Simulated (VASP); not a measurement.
Input of a VASP 6.6.1 run:

The input INCAR:

```
PREC = Accurate
ENCUT = 600
EDIFF = 1E-7
ISMEAR = -1
SIGMA = 0.05
LREAL = False
LASPH = True
NELM = 60
ALGO = Fast
ISIF = 3
LWAVE = False
LCHARG = False
GGA = PS
IBRION = 2
NSW = 60
EDIFFG = -0.01
PSTRESS = 50.0
```

Contents of KPOINTS:

```
Automatic mesh
0
Gamma
  7 7 6
```

The input POSCAR:

```
Ga
1.0
    2.2615000000     -3.8305000000      0.0000000000
    2.2615000000      3.8305000000      0.0000000000
    0.0000000000      0.0000000000      4.5240000000
Ga
4
Direct
    0.3451000000      0.6549000000      0.4190000000
    0.1549000000      0.8451000000      0.9190000000
    0.6549000000      0.3451000000      0.5810000000
    0.8451000000      0.1549000000      0.0810000000
```

Potentials or basis: VASP PAW PBE potentials, release 64 (Ga_d).

Command:

```sh
$ cat potpaw_PBE.64/Ga_d/POTCAR > POTCAR
$ mpirun -np 1 vasp_std > vasp.out
```

Problem. Predict the space group after relaxing (to 0.05 Å).

Solution. Cmce (No. 64).

Problem. What does it give for the relaxed cell?

Solution. a = 4.305 Å, b = 4.305 Å, c = 4.429 Å, α = 90.00°, β = 90.00°, γ = 119.88°.

Problem. What does it give for the relaxed volume?

Solution. 17.79 Å³/atom.

Forces in eV/Å, atoms in the order of the input:
```
Ga   0.000  0.003 -0.008
Ga   0.000 -0.003 -0.008
Ga   0.000 -0.003  0.008
Ga   0.000  0.003  0.008
```

Caveat: the cell is relaxed towards a set pressure, so the enthalpy falls and the energy may rise; the PAW data sets were made with another functional, which shifts forces and pressure a little.
